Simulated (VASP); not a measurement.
Runs of VASP 6.6.1 on MoPt3. Symmetry: Pm-3m, No. 221, cubic system. The conventional cell has a = 3.980 Å, b = 3.980 Å, c = 3.980 Å, α = 90.00°, β = 90.00°, γ = 90.00°. Within 3.7 Å of Mo (site symmetry m-3m) lie 12 Pt at 2.81 Å. Within 3.7 Å of Pt (site symmetry 4/mmm) lie 4 Mo at 2.81 Å and 8 Pt at 2.81 Å. 

```tsv
k mesh	gap on the mesh (eV)	pressure (GPa)
3 × 3 × 3	none	(a)
5 × 5 × 5	none	-16.8
7 × 7 × 7	none	-16.8
2 × 2 × 2	none	-17.4
4 × 4 × 4	none	-17.1
```

Alike in all rows: task single point; level LDA; potentials or basis VASP PAW LDA potentials, release 64 (Mo_sv, Pt); no spin polarisation; cell as given; cutoff (eV) 500; smearing methfessel-paxton 0.1 eV.

Task: Estimate the missing entries.

Result: (a) -14.7.

Caveats: some runs use coarse meshes; spin-orbit coupling is left out, which moves the levels of the heavy elements.

A k mesh can miss the band edges, and the runs leave out spin-orbit coupling on Mo, Pt.

A gap of «none» marks levels without a gap at the run's occupations.
